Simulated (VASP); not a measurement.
Au, 1 atom in the cell. The structure is tetragonal, space group I4/mmm (No. 139). The conventional cell has a = 3.414 Å, b = 3.414 Å, c = 3.265 Å, α = 90.00°, β = 90.00°, γ = 90.00°. Au (site symmetry 4/mmm) has 14 Au at 2.91 to 3.41 Å within 3.8 Å.  This cell differs from its parent crystal: strain +0.030 along x and y, -0.015 along z.

| Quantity | Value |
| --- | --- |
| Program | VASP 6.6.1 |
| Task | single point |
| Functional | PBEsol |
| Potentials or basis | VASP PAW PBE potentials, release 64 (Au) |
| Cutoff | 520 eV |
| k mesh | 20 × 20 × 20 |
| Occupations | gaussian, width 0.15 eV |
| Spin | no spin polarisation |
| Dipole correction | no |
| Further INCAR settings | ALGO = Fast; EDIFF = 1e-07; NBANDS = 12 |

Potentials or basis: VASP PAW PBE potentials, release 64 (Au).

The run is started by

```sh
$ cat potpaw_PBE.64/Au/POTCAR > POTCAR
$ mpirun -np 1 vasp_std > vasp.out
```

Hardware: 1 thread of Intel(R) Xeon(R) 6975P-C (Granite Rapids), on a shared host.

Estimate the wall time of this run.

Run time: 39 s on 1 thread of Intel(R) Xeon(R) 6975P-C (Granite Rapids) (shared host), peak memory 0.26 GiB. Counts: scf iterations 13, k points 641.
